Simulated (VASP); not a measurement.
# SrO in VASP: notebook

Runs on SrO. Level: PBE. Tasks: electric field gradients.

Everything below comes from runs of VASP 6.6.1. Logs are shortened: lines on timing, memory, paths and dates and some standing lists are left out, and cuts for length are marked.

### Step 1. The cell of the first run

Symmetry: I4/mmm, No. 139, tetragonal system. The conventional cell has a = 3.707 Å, b = 3.707 Å, c = 5.140 Å, α = 90.00°, β = 90.00°, γ = 90.00°. Within 3.4 Å of Sr (site symmetry 4/mmm) lie 6 O at 2.57 to 2.62 Å. Within 3.4 Å of O (site symmetry 4/mmm) lie 6 Sr at 2.57 to 2.62 Å.

### Step 2. Electric field gradients, PBE (equal xx and yy strain of +2 %)

Contents of INCAR:

```
SYSTEM = SrO
PREC = Accurate
ENCUT = 520
EDIFF = 1E-8
ISMEAR = -1
SIGMA = 0.02
LREAL = .FALSE.
LASPH = .TRUE.
NELM = 80
ALGO = Normal
ISIF = 2
LWAVE = .FALSE.
LCHARG = .FALSE.
GGA = PE
LEFG = .TRUE.
NBANDS = 15
```

Contents of KPOINTS:

```
regular mesh
0
G
  8 8 8
  0 0 0
```

Contents of POSCAR:

```
SrO
1.0
    0.0000000000      2.6211960000      2.5698000000
    2.6211960000      0.0000000000      2.5698000000
    2.6211960000      2.6211960000      0.0000000000
Sr O
1 1
Direct
    0.0000000000      0.0000000000      0.0000000000
    0.5000000000      0.5000000000      0.5000000000
```

Potentials or basis: VASP PAW PBE potentials, release 64 (Sr_sv, O).

The run is started by

```
cat potpaw_PBE.64/Sr_sv/POTCAR potpaw_PBE.64/O/POTCAR > POTCAR
mpirun -np 1 vasp_std > vasp.out
```

OUTCAR:

```text
SYSTEM = SrO
   PREC = Accurate
   ENCUT = 520
   EDIFF = 1E-8
   ISMEAR = -1
   LREAL = .FALSE.
   LASPH = .TRUE.
   NELM = 80
   ISIF = 2
   GGA = PE

 ion  position               nearest neighbor table
   1  0.000  0.000  0.000-   2 2.57   2 2.57   2 2.62   2 2.62   2 2.62   2 2.62
   2  0.500  0.500  0.500-   1 2.57   1 2.57   1 2.62   1 2.62   1 2.62   1 2.62

  LATTYP: Found a body centered tetragonal cell.
 ALAT       =     3.7069309328
 C/A-ratio  =     1.3864838847

  Lattice vectors:

 A1 = (   0.0000000000,  -2.6211960000,  -2.5698000000)
 A2 = (   0.0000000000,   2.6211960000,  -2.5698000000)
 A3 = (   2.6211960000,   0.0000000000,   2.5698000000)

Analysis of symmetry for initial positions (statically):
=====================================================================
 Subroutine PRICEL returns:
 Original cell was already a primitive cell.

 Routine SETGRP: Setting up the symmetry group for a
 body centered tetragonal supercell.

 Subroutine GETGRP returns: Found 16 space group operations
 (whereof 16 operations were pure point group operations)
 out of a pool of 16 trial point group operations.

The static configuration has the point symmetry D_4h.

Analysis of symmetry for dynamics (positions and initial velocities):
=====================================================================
 Subroutine PRICEL returns:
 Original cell was already a primitive cell.

 Routine SETGRP: Setting up the symmetry group for a
 body centered tetragonal supercell.

 Subroutine GETGRP returns: Found 16 space group operations
 (whereof 16 operations were pure point group operations)
 out of a pool of 16 trial point group operations.

The dynamic configuration has the point symmetry D_4h.

 Subroutine INISYM returns: Found 16 space group operations
 (whereof 16 operations are pure point group operations),
 and found     1 'primitive' translations

----------------------------------------------------------------------------------------

                                     Primitive cell

  volume of cell :      35.3125

  direct lattice vectors                    reciprocal lattice vectors
     0.000000000  2.621196000  2.569800000    -0.190752618  0.190752618  0.194567671
[... 129 lines left out ...]
  free energy    TOTEN  =       -12.05176712 eV

  energy without entropy =      -12.05176712  energy(sigma->0) =      -12.05176712

 E-fermi :   2.0399     XC(G=0):  -9.8465

 val. band max:        1.5306359967   @ k =   0.0000   0.0000   0.0000
 cond. band min:       4.7241046935   @ k =   0.5000   0.5000   0.0000
 fundamental gap:      3.1934686968
 Fermi energy:         2.0398730888

 k-point     1 :       0.0000    0.0000    0.0000
  band No.  band energies     occupation
      1     -31.0373      2.00000
      2     -13.5557      2.00000
      3     -12.7179      2.00000
      4     -12.7179      2.00000
      5     -12.7025      2.00000
      6       1.4662      2.00000
      7       1.4662      2.00000
      8       1.5306      2.00000
      9       5.1946      0.00000
     10       7.5667      0.00000
     11       7.5667      0.00000
     12       7.7088      0.00000
     13       9.5666      0.00000
     14       9.8362      0.00000
[... 401 lines left out ...]
      2     -14.6873      2.00000
      3     -12.8399      2.00000
      4     -12.8183      2.00000
      5     -11.8335      2.00000
      6      -0.1005      2.00000
      7       0.6817      2.00000
      8       0.8588      2.00000
      9       7.0324      0.00000
     10       8.2660      0.00000
     11       9.7183      0.00000
     12       9.9223      0.00000
     13      11.6907      0.00000
     14      12.0500      0.00000
     15      16.6797      0.00000

 [... further k-points ...]
[... 5 lines left out ...]
  --------------------------------------------------------------------------------------
  -------------------------------------------------------------------------------------
  Total       -0.1851584     -0.1851584      0.3336385      0.0000000      0.0000000      0.0000000
  in kB       -8.4008960     -8.4008960     15.1376474      0.0000000      0.0000000      0.0000000
  external PRESSURE =      -0.5547149 kB  Pullay stress =       0.0000000 kB

 VOLUME and BASIS-vectors are now :
 -----------------------------------------------------------------------------
  energy-cutoff  :      520.00
  volume of cell :       35.31
      direct lattice vectors                 reciprocal lattice vectors
     0.000000000  2.621196000  2.569800000    -0.190752618  0.190752618  0.194567671
     2.621196000  0.000000000  2.569800000     0.190752618 -0.190752618  0.194567671
     2.621196000  2.621196000  0.000000000     0.190752618  0.190752618 -0.194567671

 POSITION                                       TOTAL-FORCE (eV/Angst)
 -----------------------------------------------------------------------------------
      0.00000      0.00000      0.00000         0.000000      0.000000      0.000000
      2.62120      2.62120      2.56980        -0.000000      0.000000      0.000000
 -----------------------------------------------------------------------------------
    total drift:                                0.000000      0.000000      0.000000

  FREE ENERGIE OF THE ION-ELECTRON SYSTEM (eV)
  ---------------------------------------------------
  free  energy   TOTEN  =       -12.0517671174 eV

  energy  without entropy=      -12.0517671174  energy(sigma->0) =      -12.05176712

 Electric field gradients (V/A^2)
---------------------------------------------------------------------
 ion       V_xx      V_yy      V_zz      V_xy      V_xz      V_yz
---------------------------------------------------------------------
   1       9.834     9.834   -19.669    -0.000     0.000     0.000
   2       3.278     3.278    -6.557     0.000     0.001     0.001
---------------------------------------------------------------------

 Electric field gradients after diagonalization (V/A^2)
 (convention: |V_zz| > |V_xx| > |V_yy|)
----------------------------------------------------------------------
 ion       V_xx      V_yy      V_zz     asymmetry (V_yy - V_xx)/ V_zz
----------------------------------------------------------------------
   1       9.834     9.834   -19.669       0.000
   2       3.279     3.278    -6.557       0.000
----------------------------------------------------------------------

           NMR quadrupolar parameters

 Cq : quadrupolar parameter    Cq=e*Q*V_zz/h
 eta: asymmetry parameters     (V_yy - V_xx)/ V_zz
 Q  : nuclear electric quadrupole moment in mb (millibarn)
----------------------------------------------------------------------
 ion       Cq(MHz)       eta       Q (mb)
----------------------------------------------------------------------
   1      -0.048       0.000       1.000
   2      -0.016       0.000       1.000
----------------------------------------------------------------------
```

stdout:

```text
POSCAR found type information on POSCAR SrO
 POSCAR found :  2 types and       2 ions
 scaLAPACK will be used
 LDA part: xc-table for (Slater+PW92), standard interpolation
 POSCAR, INCAR and KPOINTS ok, starting setup
 FFT: planning ... GRIDC
 FFT: planning ... GRID_SOFT
 FFT: planning ... GRID
 WAVECAR not read
 entering main loop
ion   1

ion   2
```

It took 23 s on 1 thread of AMD EPYC 9R45 (Zen 5), shared host; peak memory 0.15 GiB.

What came out:

```yaml
Free_energy: -12.0518 eV
Pressure: -0.1 GPa
Band_gap_on_the_k_mesh: 3.19 eV, indirect (least direct gap 3.37 eV)
```

Stress tensor (GPa, compression positive):
```
-0.84  0.00  0.00
 0.00 -0.84  0.00
 0.00  0.00  1.51
```

Levels at points of the mesh, in eV from the valence-band top:
| k point | band 5 | band 6 | band 7 | band 8 | band 9 | band 10 | band 11 | band 12 |
| --- | --- | --- | --- | --- | --- | --- | --- | --- |
| (0.00, 0.00, 0.00) | -14.23 | -0.06 | -0.06 | 0.00 | 3.66 | 6.04 | 6.04 | 6.18 |
| (0.50, 0.00, 0.00) | -13.06 | -2.14 | -1.11 | -1.11 | 6.34 | 8.10 | 8.57 | 8.61 |
| (0.50, 0.50, 0.00) | -14.59 | -0.46 | -0.18 | -0.18 | 3.19 | 7.48 | 9.87 | 10.06 |
| (0.50, 0.00, 0.50) | -14.55 | -0.57 | -0.18 | -0.10 | 3.27 | 7.47 | 9.89 | 9.97 |

Electric field gradients, principal values (V/Å²):
| atom | least | middle | greatest (by size) |
| --- | --- | --- | --- |
| 1 Sr | 9.834 | 9.834 | -19.669 |
| 2 O | 3.278 | 3.279 | -6.557 |

Caveat: the cell differs from its parent crystal (equal xx and yy strain of +2 %); without QUAD_EFG the Cq values of the log hold for a quadrupole moment of 1 mb, not for the nuclei.

### Step 3. Electric field gradients, PBE (equal xy, yz and zx shear strains of +2 %)

Contents of INCAR:

```
  PREC = Accurate
  ENCUT = 520
  EDIFF = 1E-8
  ISMEAR = -1
  SIGMA = 0.02
  LREAL = F
  LASPH = T
  NELM = 100
  ALGO = Normal
  ISIF = 2
  LWAVE = F
  LCHARG = F
  GGA = PE
  LEFG = T
  NBANDS = 15
```

Contents of KPOINTS:

```
Automatic mesh
0
Gamma
  8 8 8
```

Contents of POSCAR:

```
SrO
1.0
    0.0513960000      2.5954980000      2.5954980000
    2.5954980000      0.0513960000      2.5954980000
    2.5954980000      2.5954980000      0.0513960000
Sr O
1 1
Direct
    0.0000000000      0.0000000000      0.0000000000
    0.5000000000      0.5000000000      0.5000000000
```

Potentials or basis: VASP PAW PBE potentials, release 64 (Sr_sv, O).

The run is started by

```
cat potpaw_PBE.64/Sr_sv/POTCAR potpaw_PBE.64/O/POTCAR > POTCAR
mpirun -np 1 vasp_std > vasp.out
```

OUTCAR:

```text
PREC = Accurate
   ENCUT = 520
   EDIFF = 1E-8
   ISMEAR = -1
   LREAL = F
   LASPH = T
   NELM = 100
   ISIF = 2
   GGA = PE

 ion  position               nearest neighbor table
   1  0.000  0.000  0.000-   2 2.57   2 2.57   2 2.57   2 2.57   2 2.57   2 2.57
   2  0.500  0.500  0.500-   1 2.57   1 2.57   1 2.57   1 2.57   1 2.57   1 2.57

  LATTYP: Found a trigonal (rhomboedric) cell.
 ALAT       =     3.6709482814
 COS(alpha) =     0.5197000882

  Lattice vectors:

 A1 = (   0.0513960000,   2.5954980000,   2.5954980000)
 A2 = (   2.5954980000,   0.0513960000,   2.5954980000)
 A3 = (   2.5954980000,   2.5954980000,   0.0513960000)

Analysis of symmetry for initial positions (statically):
=====================================================================
 Subroutine PRICEL returns:
 Original cell was already a primitive cell.

 Routine SETGRP: Setting up the symmetry group for a
 trigonal (rhombohedral) supercell.

 Subroutine GETGRP returns: Found 12 space group operations
 (whereof 12 operations were pure point group operations)
 out of a pool of 12 trial point group operations.

The static configuration has the point symmetry D_3d.

Analysis of symmetry for dynamics (positions and initial velocities):
=====================================================================
 Subroutine PRICEL returns:
 Original cell was already a primitive cell.

 Routine SETGRP: Setting up the symmetry group for a
 trigonal (rhombohedral) supercell.

 Subroutine GETGRP returns: Found 12 space group operations
 (whereof 12 operations were pure point group operations)
 out of a pool of 12 trial point group operations.

The dynamic configuration has the point symmetry D_3d.

 Subroutine INISYM returns: Found 12 space group operations
[... 568 lines left out ...]
      2     -14.5088      2.00000
      3     -12.5707      2.00000
      4     -12.3901      2.00000
      5     -11.4416      2.00000
      6       0.0977      2.00000
      7       0.8012      2.00000
      8       1.1590      2.00000
      9       7.6398      0.00000
     10       8.3006      0.00000
     11       9.3584      0.00000
     12       9.8920      0.00000
     13      11.9994      0.00000
     14      12.3245      0.00000
     15      17.7113      0.00000

 [... further k-points ...]
[... 5 lines left out ...]
  --------------------------------------------------------------------------------------
  -------------------------------------------------------------------------------------
  Total        0.7409895      0.7409895      0.7409895     -0.2413902     -0.2413902     -0.2413902
  in kB       34.9884001     34.9884001     34.9884001    -11.3980816    -11.3980816    -11.3980816
  external PRESSURE =      34.9884001 kB  Pullay stress =       0.0000000 kB

 VOLUME and BASIS-vectors are now :
 -----------------------------------------------------------------------------
  energy-cutoff  :      520.00
  volume of cell :       33.93
      direct lattice vectors                 reciprocal lattice vectors
     0.051396000  2.595498000  2.595498000    -0.198459795  0.194606207  0.194606207
     2.595498000  0.051396000  2.595498000     0.194606207 -0.198459795  0.194606207
     2.595498000  2.595498000  0.051396000     0.194606207  0.194606207 -0.198459795

 POSITION                                       TOTAL-FORCE (eV/Angst)
 -----------------------------------------------------------------------------------
      0.00000      0.00000      0.00000         0.000000      0.000000     -0.000000
      2.62120      2.62120      2.62120        -0.000000     -0.000000      0.000000
 -----------------------------------------------------------------------------------
    total drift:                                0.000000      0.000000      0.000000

  FREE ENERGIE OF THE ION-ELECTRON SYSTEM (eV)
  ---------------------------------------------------
  free  energy   TOTEN  =       -12.0330386771 eV

  energy  without entropy=      -12.0330386770  energy(sigma->0) =      -12.03303868

 Electric field gradients (V/A^2)
---------------------------------------------------------------------
 ion       V_xx      V_yy      V_zz      V_xy      V_xz      V_yz
---------------------------------------------------------------------
   1       0.000    -0.000    -0.000    -7.697    -7.697    -7.697
   2      -0.000     0.000    -0.000     1.088     1.088     1.088
---------------------------------------------------------------------

 Electric field gradients after diagonalization (V/A^2)
 (convention: |V_zz| > |V_xx| > |V_yy|)
----------------------------------------------------------------------
 ion       V_xx      V_yy      V_zz     asymmetry (V_yy - V_xx)/ V_zz
----------------------------------------------------------------------
   1       7.697     7.697   -15.395       0.000
   2      -1.088    -1.088     2.177       0.000
----------------------------------------------------------------------

           NMR quadrupolar parameters

 Cq : quadrupolar parameter    Cq=e*Q*V_zz/h
 eta: asymmetry parameters     (V_yy - V_xx)/ V_zz
 Q  : nuclear electric quadrupole moment in mb (millibarn)
----------------------------------------------------------------------
 ion       Cq(MHz)       eta       Q (mb)
----------------------------------------------------------------------
   1      -0.037       0.000       1.000
   2       0.005       0.000       1.000
----------------------------------------------------------------------
```

It took 19 s on 1 thread of Intel Xeon 6975P-C (Granite Rapids), shared host; peak memory 0.17 GiB.

What came out:

| Item | Value |
| --- | --- |
| Free energy | -12.0330 eV |
| Pressure | 3.5 GPa |
| Band gap on the k mesh | 3.23 eV, indirect (least direct gap 3.32 eV) |

Stress tensor (GPa, compression positive):
```
 3.50 -1.14 -1.14
-1.14  3.50 -1.14
-1.14 -1.14  3.50
```

Electric field gradients, principal values (V/Å²):
```
atom   least  middle  greatest (by size)
1 Sr   7.697   7.697             -15.395
 2 O  -1.088  -1.088               2.177
```

Caveat: the cell differs from its parent crystal (equal xy, yz and zx shear strains of +2 %); without QUAD_EFG the Cq values of the log hold for a quadrupole moment of 1 mb, not for the nuclei. A k mesh can miss the band edges.

(Part 1 of 2 ends here.)
